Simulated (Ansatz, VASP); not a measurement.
**Two plane-wave programs on GaSb**

Contents of INCAR:

```
SYSTEM = GaSb
ALGO = Normal ; EDIFF = 1E-6
ENCUT = 500 ; GGA = PE
GGA_COMPAT = .FALSE. ; ISIF = 2
ISMEAR = -1 ; LASPH = .TRUE.
LCHARG = .FALSE. ; LREAL = .FALSE.
LWAVE = .FALSE. ; NBANDS = 21
NELM = 120 ; PREC = Accurate
SIGMA = 0.02
```

KPOINTS

```
k-points
0
G
  8 8 8
  0 0 0
```

The input POSCAR:

```
GaSb
1.0
    0.0000000000      2.9432436460      2.9432436460
    2.9432436460      0.0000000000      2.9432436460
    2.9432436460      2.9432436460      0.0000000000
Ga Sb
1 1
Direct
    0.0000000000      0.0000000000      0.0000000000
    0.2500000000      0.2500000000      0.2500000000
```

Input for Ansatz:

```yaml
crystal:
  lattice:
    - [0.0, 2.943243646, 2.943243646]
    - [2.943243646, 0.0, 2.943243646]
    - [2.943243646, 2.943243646, 0.0]
  atoms:
    - { symbol: Ga, position: [0.0, 0.0, 0.0] }
    - { symbol: Sb, position: [0.25, 0.25, 0.25] }
kpoints:
  mp_grid: { grid: [8, 8, 8] }
  band_path:
    path:
      - [0.0, 0.0, 0.0]
      - [-0.5, -0.5, 0.0]
      - [-0.375, -0.375, 0.25]
      - [-0.375, 0.0, 0.375]
      - [0.0, 0.0, 0.5]
      - [-0.5, -0.25, 0.25]
    npoints: 1
hamiltonian:
  xc: pbe
scf:
  occupations: { method: fermi_dirac, width: 0.02 }
  n_extra_bands: 4
output:
  forces: true
  stress: true
  eigenvalues: true
```

Change from the starting cell: hydrostatic strain -4.0%.

Alike in both runs: task single point; functional PBE; k mesh 8 × 8 × 8; occupations fermi-dirac, width 0.02 eV; no spin polarisation.

```csv
,VASP,Ansatz
version,VASP 6.6.1,Ansatz 0.2.0
potentials or method,"VASP PAW PBE potentials, release 64 (Ga_d, Sb_d_GW)","plane waves, PAW"
plane-wave cutoff (eV),500,420
valence electrons in the cell,28,28
```

|  | VASP | Ansatz | Ansatz less VASP |
| --- | --- | --- | --- |
| pressure (GPa) | 10.7 | 10.7 | -0.01 |

With one functional, cell and mesh, what is left measures potentials, basis and numerics.

Neither program's run includes spin-orbit coupling.
